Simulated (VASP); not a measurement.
**Ge: single point with PBE+D3(BJ)**

Ge, a slab with vacuum:

```xyz
2
Lattice="3.9650 0.0000 0.0000 -1.9825 3.4338 0.0000 0.0000 0.0000 28.0000" Properties=species:S:1:pos:R:3 pbc="T T T"
Ge    0.0000    2.2892   14.2200
Ge    1.9825    1.1446   13.7800
```

```
Program                : VASP 6.6.1
Task                   : single point
Functional             : PBE
Dispersion             : D3(BJ)
Potentials or basis    : VASP PAW PBE potentials, release 64 (Ge_d)
Cutoff                 : 520 eV
k mesh                 : 12 × 12 × 1
Occupations            : gaussian, width 0.1 eV
Spin                   : no spin polarisation
Dipole correction      : yes
Further INCAR settings : ALGO = Normal; EDIFF = 1e-07; NBANDS = 21
```

| Item | Value |
| --- | --- |
| Largest force | 0.672 eV/Å |
| Band gap on the k mesh | zero (filled and empty bands touch) |
| Dispersion energy per atom | -0.159 eV |

Forces in eV/Å, atoms in the order of the input:
```
Ge   0.000  0.000  0.672
Ge   0.000  0.000 -0.672
```

Levels at points of the mesh, in eV from the Fermi level:
```
           k point  band 10  band 11  band 12  band 13  band 14  band 15  band 16  band 17  band 18  band 19
(0.00, 0.00, 0.00)   -24.64   -12.09    -3.37    -1.08    -1.08     0.09     2.68     3.63     3.63     4.15
(0.50, 0.00, 0.00)   -24.54    -9.93    -8.04    -2.73    -1.13     0.78     1.10     5.76     6.36     7.00
```

It took 5 min on 1 thread of Intel(R) Xeon(R) 6975P-C (Granite Rapids), with other jobs on the host, peak memory 0.52 GiB.
